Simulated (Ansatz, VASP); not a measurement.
# ZrTa3: VASP beside Ansatz

```
Zr Ta
1.0
    -2.01443    2.01443    4.80359
     2.01443   -2.01443    4.80359
     2.01443    2.01443   -4.80359
Zr Ta
1 3
Direct
  0.00000 0.00000 0.00000
  0.50000 0.50000 0.00000
  0.25000 0.75000 0.50000
  0.75000 0.25000 0.50000
```

Alike in both runs: functional PBE; k mesh 6 × 6 × 6; occupations gaussian, width 0.1 eV; no spin polarisation.

Ansatz relaxed the structure, and its values are those at the end. VASP's run is a single point on that final structure, the one shown.

|  | VASP | Ansatz |
| --- | --- | --- |
| version | VASP 6.6.1 | Ansatz 0.2.0 |
| potentials or method | VASP PAW PBE potentials, release 64 (Zr_sv, Ta_pv), cutoff 520 eV | scalar-relativistic, plane waves, PAW |
| valence electrons in the cell | 45 | 51 |

|  | VASP | Ansatz | Ansatz less VASP |
| --- | --- | --- | --- |
| gap on the k mesh at the Fermi level (eV) | none | none | - |
| pressure (GPa) | 0.1 | 0.1 | -0.03 |

A gap of «none» marks a metal or a gap that the smearing closes. The functional is the same, so the differences come from potentials, cutoffs and numerics. VASP's potentials hold 45 valence electrons a cell and Ansatz's 51, so a difference there can come from the potentials and not from the codes.

The k mesh is coarse, so the values compare programs but aren't converged. Neither program's run includes spin-orbit coupling.
